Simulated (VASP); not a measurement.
A run of VASP 6.6.1 is set up as follows.

The input INCAR:

```
PREC = Accurate ; ENCUT = 520
EDIFF = 1E-6 ; ISMEAR = -1
SIGMA = 0.05 ; LREAL = False
LASPH = True ; NELM = 80
ALGO = Normal ; ISIF = 2
LWAVE = False ; LCHARG = False
GGA = B5 ; ALDAX = 1.0
AGGAX = 1.0 ; AGGAC = 1.0
ALDAC = 0.0 ; NBANDS = 11
```

KPOINTS

```
regular mesh
0
Gamma
  12 12 12
```

POSCAR

```
Pt
1.0
    0.0000000000      1.9609000000      1.9609000000
    1.9609000000      0.0000000000      1.9609000000
    1.9609000000      1.9609000000      0.0000000000
Pt
1
Direct
    0.0000000000      0.0000000000      0.0000000000
```

Potentials or basis: VASP PAW PBE potentials, release 64 (Pt).

Command:

```sh
$ cat potpaw_PBE.64/Pt/POTCAR > POTCAR
$ mpirun -np 1 vasp_std > vasp.out
```

**Question.** Estimate the band gap on the k mesh.

**Answer.** Zero (band 5 reaches 12.37 eV, above the bottom of band 6 at 10.11 eV).

**Question.** What does it give for the pressure?

**Answer.** 27.1 GPa.

Caveat: the PAW data sets were made with another functional, which shifts forces and pressure a little; spin-orbit coupling is left out, which moves the levels of the heavy elements.
